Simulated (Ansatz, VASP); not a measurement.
One calculation of H2CO2, two programs

```
O C H
1.0
    14.00000    0.00000    0.00000
     0.00000   14.50000    0.00000
     0.00000    0.00000   15.00000
O C H
2 1 2
Direct
  0.54979 0.45191 0.49665
  0.43751 0.56713 0.50514
  0.45381 0.48332 0.50008
  0.60335 0.49886 0.49486
  0.39665 0.43287 0.50312
```

Alike in both runs: task relaxation of the atoms; functional PBE; dispersion D3(BJ); k mesh 1 × 1 × 1; occupations gaussian, width 0.005 eV; no spin polarisation.

|  | VASP | Ansatz |
| --- | --- | --- |
| version | VASP 6.6.1 | Ansatz 0.2.0 |
| potentials or method | VASP PAW PBE potentials, release 64 (O, C, H), cutoff 520 eV | scalar-relativistic, plane waves, PAW |
| valence electrons in the cell | 18 | 18 |

|  | VASP | Ansatz | Ansatz less VASP |
| --- | --- | --- | --- |
| gap on the k mesh at the Fermi level, each at its own relaxed structure (eV) | 5.29 | 5.35 | +0.060 |

Noted on VASP's run: the standard files for N, O and F lose accuracy on very short bonds.
